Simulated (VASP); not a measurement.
# Be2ZnO3 (Cmc2_1) in VASP: notebook

Runs on Be2ZnO3. Level: PBE. Tasks: single point.

All numbers are computed with VASP 6.6.1; they aren't measurements. Logs are shortened: lines on timing, memory, paths and dates and some standing lists are left out, and cuts for length are marked.

## 1. The cell of the first run

Symmetry: Cmc2_1, No. 36, orthorhombic system. The conventional cell has a = 8.359 Å, b = 4.806 Å, c = 4.436 Å, α = 90.00°, β = 90.00°, γ = 90.00°. Within 2.1 Å of Be (site symmetry 1) lie 4 O at 1.59 to 1.60 Å. Within 2.5 Å of Zn (site symmetry m) lie 5 O at 1.92 to 2.50 Å. O (site symmetry 1) has 3 Be at 1.59 to 1.60 Å and 1 Zn at 1.92 Å within 2.1 Å. O (site symmetry m) has 2 Be at 1.60 Å and 2 Zn at 1.94 to 1.95 Å within 2.1 Å.

## 2. Single point, PBE (7.43 Å³/atom)

File INCAR:

```
PREC = Accurate
ENCUT = 600
EDIFF = 1E-6
ISMEAR = 0
SIGMA = 0.02
LREAL = False
LASPH = True
NELM = 120
ALGO = Normal
ISIF = 2
LWAVE = False
LCHARG = False
GGA = PE
NBANDS = 46
GGA_COMPAT = False
```

File KPOINTS:

```
Automatic mesh
0
Gamma
  6 6 6
```

File POSCAR:

```
Be2ZnO3
1.0
    4.1794500842     -2.4030576906      0.0000000000
    4.1794500842      2.4030576906      0.0000000000
    0.0000000000      0.0000000000      4.4358392319
Be Zn O
4 2 6
Direct
    0.5139222827      0.8343604095      0.5053055227
    0.8343604095      0.5139222827      0.0053055227
    0.1656395905      0.4860777173      0.5053055227
    0.4860777173      0.1656395905      0.0053055227
    0.1810753792      0.8189246208      0.9944497411
    0.8189246208      0.1810753792      0.4944497411
    0.5525521343      0.8354269341      0.8633405380
    0.1645730659      0.4474478657      0.8633405380
    0.7817541057      0.2182458943      0.9325581375
    0.8354269341      0.5525521343      0.3633405380
    0.4474478657      0.1645730659      0.3633405380
    0.2182458943      0.7817541057      0.4325581375
```

Potentials or basis: VASP PAW PBE potentials, release 64 (Be, Zn, O).

Launch:

```
> cat potpaw_PBE.64/Be/POTCAR potpaw_PBE.64/Zn/POTCAR potpaw_PBE.64/O/POTCAR > POTCAR
> mpirun -np 1 vasp_std > vasp.out
```

OUTCAR:

```text
PREC = Accurate
   ENCUT = 600
   EDIFF = 1E-6
   ISMEAR = 0
   LREAL = False
   LASPH = True
   NELM = 120
   ISIF = 2
   GGA = PE

 ion  position               nearest neighbor table
   1  0.514  0.834  0.505-  11 1.59  10 1.59   7 1.60  12 1.60
   2  0.834  0.514  0.005-   8 1.59   7 1.59  10 1.60   9 1.60
   3  0.166  0.486  0.505-  10 1.59  11 1.59   8 1.60  12 1.60
   4  0.486  0.166  0.005-   7 1.59   8 1.59  11 1.60   9 1.60
   5  0.181  0.819  0.994-   7 1.92   8 1.92   9 1.94  12 1.95  12 2.50   6 2.82   6 2.82
   6  0.819  0.181  0.494-  10 1.92  11 1.92  12 1.94   9 1.95   9 2.50   5 2.82   5 2.82
   7  0.553  0.835  0.863-   4 1.59   2 1.59   1 1.60   5 1.92
   8  0.165  0.447  0.863-   2 1.59   4 1.59   3 1.60   5 1.92
   9  0.782  0.218  0.933-   2 1.60   4 1.60   5 1.94   6 1.95   6 2.50
  10  0.835  0.553  0.363-   3 1.59   1 1.59   2 1.60   6 1.92
  11  0.447  0.165  0.363-   1 1.59   3 1.59   4 1.60   6 1.92
  12  0.218  0.782  0.433-   1 1.60   3 1.60   6 1.94   5 1.95   5 2.50

  LATTYP: Found a base centered orthorhombic cell.
 ALAT       =     4.8061153812
 B/A-ratio  =     1.7392217010
 C/A-ratio  =     0.9229572909

  Lattice vectors:

 A1 = (  -4.1794500842,  -2.4030576906,   0.0000000000)
 A2 = (   4.1794500842,  -2.4030576906,   0.0000000000)
 A3 = (   0.0000000000,   0.0000000000,   4.4358392319)

Analysis of symmetry for initial positions (statically):
=====================================================================
 Subroutine PRICEL returns:
 Original cell was already a primitive cell.

 Routine SETGRP: Setting up the symmetry group for a
 base centered orthorhombic supercell.

 Subroutine GETGRP returns: Found  4 space group operations
 (whereof  2 operations were pure point group operations)
 out of a pool of  8 trial point group operations.

The static configuration has the point symmetry C_1h.
 The point group associated with its full space group is C_2v.

Analysis of symmetry for dynamics (positions and initial velocities):
=====================================================================
 Subroutine PRICEL returns:
 Original cell was already a primitive cell.

 Routine SETGRP: Setting up the symmetry group for a
 base centered orthorhombic supercell.

 Subroutine GETGRP returns: Found  4 space group operations
 (whereof  2 operations were pure point group operations)
 out of a pool of  8 trial point group operations.

The dynamic configuration has the point symmetry C_1h.
 The point group associated with its full space group is C_2v.

 Subroutine INISYM returns: Found  4 space group operations
 (whereof  2 operations are pure point group operations),
 and found     1 'primitive' translations

----------------------------------------------------------------------------------------

                                     Primitive cell

  volume of cell :      89.1023

  direct lattice vectors                    reciprocal lattice vectors
     4.179450084 -2.403057691  0.000000000     0.119632964 -0.208068247  0.000000000
     4.179450084  2.403057691  0.000000000     0.119632964  0.208068247  0.000000000
     0.000000000  0.000000000  4.435839232     0.000000000  0.000000000  0.225436484

  length of vectors
     4.821046491  4.821046491  4.435839232     0.240009252  0.240009252  0.225436484

  position of ions in fractional coordinates (direct lattice)
     0.513922283  0.834360410  0.505305523
     0.834360410  0.513922283  0.005305523
     0.165639590  0.486077717  0.505305523
     0.486077717  0.165639590  0.005305523
     0.181075379  0.818924621  0.994449741
     0.818924621  0.181075379  0.494449741
     0.552552134  0.835426934  0.863340538
     0.164573066  0.447447866  0.863340538
     0.781754106  0.218245894  0.932558138
     0.835426934  0.552552134  0.363340538
     0.447447866  0.164573066  0.363340538
     0.218245894  0.781754106  0.432558138

  ion indices of the primitive-cell ions
   primitive index   ion index
                 1           1
                 2           2
                 3           3
                 4           4
                 5           5
                 6           6
                 7           7
                 8           8
                 9           9
                10          10
                11          11
                12          12

----------------------------------------------------------------------------------------

 KPOINTS: Automatic mesh

Automatic generation of k-mesh.
 Grid dimensions read from file:
 generate k-points for:    6    6    6

 Generating k-lattice:

  Cartesian coordinates                     Fractional coordinates (reciprocal lattice)
     0.019938827 -0.034678041  0.000000000     0.166666667  0.000000000  0.000000000
     0.019938827  0.034678041  0.000000000     0.000000000  0.166666667  0.000000000
     0.000000000  0.000000000  0.037572747     0.000000000  0.000000000  0.166666667

  Length of vectors
     0.040001542  0.040001542  0.037572747

  Shift w.r.t. Gamma in fractional coordinates (k-lattice)
     0.000000000  0.000000000  0.000000000

 Subroutine IBZKPT returns following result:
 ===========================================

 Found     52 irreducible k-points:

 Following reciprocal coordinates:
            Coordinates               Weight
  0.000000  0.000000  0.000000      1.000000
  0.166667  0.000000  0.000000      4.000000
  0.333333 -0.000000  0.000000      4.000000
  0.500000 -0.000000  0.000000      2.000000
  0.166667  0.166667  0.000000      2.000000
  0.333333  0.166667  0.000000      4.000000
[... 16 lines left out ...]
  0.333333  0.333333  0.166667      4.000000
  0.500000  0.333333  0.166667      8.000000
 [... further k-points ...]
   k-points           NKPTS =     52   k-points in BZ     NKDIM =     52   number of bands    NBANDS=     46
   number of dos      NEDOS =    301   number of ions     NIONS =     12
   total plane-waves  NPLWV =  57600
   dimension x,y,z NGX =    40 NGY =   40 NGZ =   36
   dimension x,y,z NGXF=    80 NGYF=   80 NGZF=   72
   ions per type =               4   2   6
   NGX,Y,Z   is equivalent  to a cutoff of  13.79, 13.79, 13.49 a.u.
   NGXF,Y,Z  is equivalent  to a cutoff of  27.59, 27.59, 26.98 a.u.
 SYSTEM =  unknown system
   PREC   = accura    normal or accurate (medium, high low for compatibility)
   ISTART =      0    job   : 0-new  1-cont  2-samecut
   ICHARG =      2    charge: 1-file 2-atom 10-const
   ISPIN  =      1    spin polarized calculation?
   LNONCOLLINEAR =      F non collinear calculations
   LSORBIT =      F    spin-orbit coupling
   LASPH  =      T    aspherical Exc in radial PAW
   ENCUT  =  600.0 eV  44.10 Ry    6.64 a.u.   9.63  9.63  8.86*2*pi/ulx,y,z
   NELM   =    120;   NELMIN=  2; NELMDL= -5     # of ELM steps
   EDIFF  = 0.1E-05   stopping-criterion for ELM
   LREAL  =      F    real-space projection
[... 7 lines left out ...]
   TEBEG  =    0.0;   TEEND  =   0.0 temperature during run
   PSTRESS=    0.0 pullay stress
   NELECT =      68.0000    total number of electrons
   NUPDOWN=      -1.0000    fix difference up-down
   EMIN   =  10.00;   EMAX   =-10.00  energy-range for DOS
   EFERMI =   0.00;   METHOD = LEGACY
   ISMEAR =     0;   SIGMA  =   0.02  broadening in eV -4-tet -1-fermi 0-gaus
   EFERMI_NEDOS =   21; number of points for ismear=-14 and -15
   IALGO  =     38    algorithm
   IMIX   =      4    mixing-type and parameters
     AMIX     =   0.40;   BMIX     =  1.00
     AMIX_MAG =   1.60;   BMIX_MAG =  1.00
  volume/ion in A,a.u.               =       7.43        50.11
  Fermi-wavevector in a.u.,A,eV,Ry     =   1.496057  2.827137 30.452370  2.238186
  Thomas-Fermi vector in A             =   2.608122
   LORBIT       =      0    0 simple, 1 ext, 2 COOP (PROOUT), +10 PAW based schemes
   GGA     = PE    functional components
   LHFCALC =     F    Hartree Fock is set to
   AEXX    =    0.0000 exact exchange contribution
   IVDW    =     0    specifies the selected vdW correction
   LEPSILON=     F    determine dielectric tensor
   LRPA    =     F    only Hartree local field effects (RPA)
 non-spin polarized calculation
 Gauss-broadening in eV      SIGMA  =   0.02
  energy-cutoff  :      600.00
  volume of cell :       89.10
 maximum number of plane-waves:      3012
 NGX is ok and might be reduce to    40
   NGX = 19   NGY = 19   NGZ = 17

 number of electron      67.9999979 magnetization

 Free energy of the ion-electron system (eV)
  ---------------------------------------------------
  ext. energy  EPLUGINS =         0.00000000
  ---------------------------------------------------
  free energy    TOTEN  =       -73.39641736 eV

  energy without entropy =      -73.39641736  energy(sigma->0) =      -73.39641736

 E-fermi :   3.7858     XC(G=0): -11.9089

 val. band max:        3.6631641408   @ k =   0.1667   0.1667   0.5000
 cond. band min:       7.9778460031   @ k =   0.0000   0.0000   0.0000
 fundamental gap:      4.3146818623
 Fermi energy:         3.7857998156

 k-point     1 :       0.0000    0.0000    0.0000
  band No.  band energies     occupation
      1     -15.5611      2.00000
      2     -13.8378      2.00000
      3     -13.5136      2.00000
      4     -13.4918      2.00000
      5     -13.4877      2.00000
      6     -13.4563      2.00000
[... 38 lines left out ...]
     45      17.5498      0.00000
     46      17.8791      0.00000

 k-point     2 :       0.1667    0.0000    0.0000
  band No.  band energies     occupation
      1     -15.4577      2.00000
      2     -13.8560      2.00000
      3     -13.7430      2.00000
      4     -13.5833      2.00000
      5     -13.4262      2.00000
      6     -13.3243      2.00000
[... 38 lines left out ...]
     45      17.7436      0.00000
     46      17.9037      0.00000

 k-point     3 :       0.3333   -0.0000    0.0000
  band No.  band energies     occupation
      1     -15.1662      2.00000
      2     -14.2383      2.00000
      3     -13.7910      2.00000
      4     -13.5608      2.00000
      5     -13.4124      2.00000
      6     -13.3075      2.00000
[... 38 lines left out ...]
     45      17.2074      0.00000
     46      17.8822      0.00000

 k-point     4 :       0.5000   -0.0000    0.0000
  band No.  band energies     occupation
      1     -14.8106      2.00000
      2     -14.6420      2.00000
      3     -13.8220      2.00000
      4     -13.4463      2.00000
      5     -13.4264      2.00000
      6     -13.3722      2.00000
[... 920 lines left out ...]
     45      17.0682      0.00000
     46      17.7151      0.00000

 k-point    23 :       0.3333    0.3333    0.1667
  band No.  band energies     occupation
      1     -15.0972      2.00000
      2     -14.0962      2.00000
      3     -13.9019      2.00000
      4     -13.6751      2.00000
      5     -13.3999      2.00000
      6     -13.3438      2.00000
[... 38 lines left out ...]
     45      17.5243      0.00000
     46      17.7799      0.00000

 k-point    24 :       0.5000    0.3333    0.1667
  band No.  band energies     occupation
      1     -14.8693      2.00000
      2     -14.2745      2.00000
      3     -14.0229      2.00000
      4     -13.6323      2.00000
      5     -13.4014      2.00000
      6     -13.3601      2.00000
[... 38 lines left out ...]
     45      17.6544      0.00000
     46      18.0719      0.00000

 [... further k-points ...]
[... 5 lines left out ...]
  --------------------------------------------------------------------------------------
  -------------------------------------------------------------------------------------
  Total       16.7653923     16.7222894     16.6856664      0.0000000      0.0000000      0.0000000
  in kB      301.4638009    300.6887531    300.0302231      0.0000000      0.0000000      0.0000000
  external PRESSURE =     300.7275924 kB  Pullay stress =       0.0000000 kB

 VOLUME and BASIS-vectors are now :
 -----------------------------------------------------------------------------
  energy-cutoff  :      600.00
  volume of cell :       89.10
      direct lattice vectors                 reciprocal lattice vectors
     4.179450084 -2.403057691  0.000000000     0.119632964 -0.208068247  0.000000000
     4.179450084  2.403057691  0.000000000     0.119632964  0.208068247  0.000000000
     0.000000000  0.000000000  4.435839232     0.000000000  0.000000000  0.225436484

 POSITION                                       TOTAL-FORCE (eV/Angst)
 -----------------------------------------------------------------------------------
      5.63508      0.77003      2.24145         0.003840      0.000209      0.000607
      5.63508     -0.77003      0.02353         0.003840     -0.000209      0.000607
      2.72382      0.77003      2.24145        -0.003840      0.000209      0.000607
      2.72382     -0.77003      0.02353        -0.003840     -0.000209      0.000607
      4.17945      1.53279      4.41122         0.000000      0.005416     -0.007200
      4.17945     -1.53279      2.19330         0.000000     -0.005416     -0.007200
      5.80099      0.67976      3.82964         0.056341     -0.029891     -0.020005
      2.55791      0.67976      3.82964        -0.056341     -0.029891     -0.020005
      4.17945     -1.35414      4.13668         0.000000      0.064411      0.045995
      5.80099     -0.67976      1.61172         0.056341      0.029891     -0.020005
      2.55791     -0.67976      1.61172        -0.056341      0.029891     -0.020005
      4.17945      1.35414      1.91876         0.000000     -0.064411      0.045995
 -----------------------------------------------------------------------------------
    total drift:                               -0.000000     -0.000000      0.002253

  FREE ENERGIE OF THE ION-ELECTRON SYSTEM (eV)
  ---------------------------------------------------
  free  energy   TOTEN  =       -73.3964173614 eV

  energy  without entropy=      -73.3964173614  energy(sigma->0) =      -73.39641736
```

It took 8.7 min on 1 thread of Oxide Virtual Turin-like, shared host; peak memory 0.33 GiB.

What came out:

- Free energy: -73.3964 eV
- Pressure: 30.1 GPa
- Largest force: 0.079 eV/Å
- Band gap on the k mesh: 4.31 eV (least direct gap 4.42 eV)

Forces in eV/Å, atoms in the order of the input:
```
Be   0.004  0.000  0.001
Be   0.004  0.000  0.001
Be  -0.004  0.000  0.001
Be  -0.004  0.000  0.001
Zn   0.000  0.005 -0.007
Zn   0.000 -0.005 -0.007
O    0.056 -0.030 -0.020
O   -0.056 -0.030 -0.020
O    0.000  0.064  0.046
O    0.056  0.030 -0.020
O   -0.056  0.030 -0.020
O    0.000 -0.064  0.046
```

Levels at points of the mesh, in eV from the valence-band top:
```
           k point  band 32  band 33  band 34  band 35  band 36  band 37
(0.00, 0.00, 0.00)    -0.21    -0.15    -0.10     4.31     7.81     9.16
(0.50, 0.00, 0.00)    -0.94    -0.84    -0.25     6.57     7.33     9.36
(0.50, 0.50, 0.00)    -0.85    -0.47    -0.41     6.44     7.74     8.23
(0.00, 0.00, 0.50)    -0.55    -0.09    -0.09     6.83     6.83    10.28
(0.50, 0.00, 0.50)    -0.83    -0.21    -0.21     7.35     7.35     8.79
(0.50, 0.50, 0.50)    -0.96    -0.27    -0.27     7.66     7.66     8.96
```

Caveat: the cell stands under pressure. A k mesh can miss the band edges.

## 3. Single point, PBE (7.68 Å³/atom)

This run uses another cell than the first one, of 7.68 Å³/atom.

File INCAR:

```
SYSTEM = Be2ZnO3
PREC     = Accurate       ! precision mode
ENCUT    = 600            ! plane-wave cutoff, eV
EDIFF    = 1E-6           ! SCF threshold, eV
ISMEAR   = 0              ! smearing method
SIGMA    = 0.02           ! smearing width, eV
LREAL    = .FALSE.        ! projectors in reciprocal space
LASPH    = .TRUE.         ! aspherical terms in the spheres
NELM     = 120            ! most SCF steps
ALGO     = Normal         ! electronic algorithm
ISIF     = 2              ! what is computed and relaxed
LWAVE    = .FALSE.        ! write WAVECAR
LCHARG   = .FALSE.        ! write CHGCAR
GGA      = PE             ! functional
NBANDS   = 46             ! bands
GGA_COMPAT= .FALSE.
```

File KPOINTS:

```
regular mesh
0
G
  6 6 6
  0 0 0
```

File POSCAR:

```
Be2ZnO3
1.0
    4.2262638673     -2.4296014592      0.0000000000
    4.2262638673      2.4296014592      0.0000000000
    0.0000000000      0.0000000000      4.4866915021
Be Zn O
4 2 6
Direct
    0.5138809289      0.8342067031      0.5052062804
    0.8342067031      0.5138809289      0.0052062804
    0.1657932969      0.4861190711      0.5052062804
    0.4861190711      0.1657932969      0.0052062804
    0.1807698697      0.8192301303      0.9947703135
    0.8192301303      0.1807698697      0.4947703135
    0.5514215484      0.8355369595      0.8636911086
    0.1644630405      0.4485784516      0.8636911086
    0.7823007922      0.2176992078      0.9317349085
    0.8355369595      0.5514215484      0.3636911086
    0.4485784516      0.1644630405      0.3636911086
    0.2176992078      0.7823007922      0.4317349085
```

Potentials or basis: VASP PAW PBE potentials, release 64 (Be, Zn, O).

Launch:

```
> cat potpaw_PBE.64/Be/POTCAR potpaw_PBE.64/Zn/POTCAR potpaw_PBE.64/O/POTCAR > POTCAR
> mpirun -np 1 vasp_std > vasp.out
```

Run time: 8.6 min. Hardware: 1 thread of Oxide Virtual Turin-like, shared host; peak memory 0.33 GiB.

It converged, with:

- Free energy: -73.8864 eV
- Pressure: 20.9 GPa
- Largest force: 0.071 eV/Å
- Band gap on the k mesh: 4.16 eV (least direct gap 4.24 eV)

Forces in eV/Å, atoms in the order of the input:
```
Be   0.003  0.000  0.002
Be   0.003  0.000  0.002
Be  -0.003  0.000  0.002
Be  -0.003  0.000  0.002
Zn   0.000  0.006 -0.007
Zn   0.000 -0.006 -0.007
O    0.051 -0.027 -0.019
O   -0.051 -0.027 -0.019
O    0.000  0.058  0.041
O    0.051  0.027 -0.019
O   -0.051  0.027 -0.019
O    0.000 -0.058  0.041
```

Stress tensor (GPa, compression positive):
```
20.96  0.00  0.00
 0.00 20.88  0.00
 0.00  0.00 20.83
```

Levels at points of the mesh, in eV from the valence-band top:
| k point | band 32 | band 33 | band 34 | band 35 | band 36 | band 37 |
| --- | --- | --- | --- | --- | --- | --- |
| (0.00, 0.00, 0.00) | -0.17 | -0.13 | -0.08 | 4.16 | 7.64 | 9.12 |
| (0.50, 0.00, 0.00) | -0.89 | -0.79 | -0.24 | 6.39 | 7.16 | 9.27 |
| (0.50, 0.50, 0.00) | -0.79 | -0.45 | -0.39 | 6.26 | 7.59 | 8.07 |
| (0.00, 0.00, 0.50) | -0.51 | -0.08 | -0.08 | 6.65 | 6.65 | 10.16 |
| (0.50, 0.00, 0.50) | -0.80 | -0.21 | -0.21 | 7.22 | 7.22 | 8.63 |
| (0.50, 0.50, 0.50) | -0.91 | -0.27 | -0.27 | 7.49 | 7.49 | 8.80 |

Caveat: the cell stands under pressure.

(Continued in part 2 of 2.)
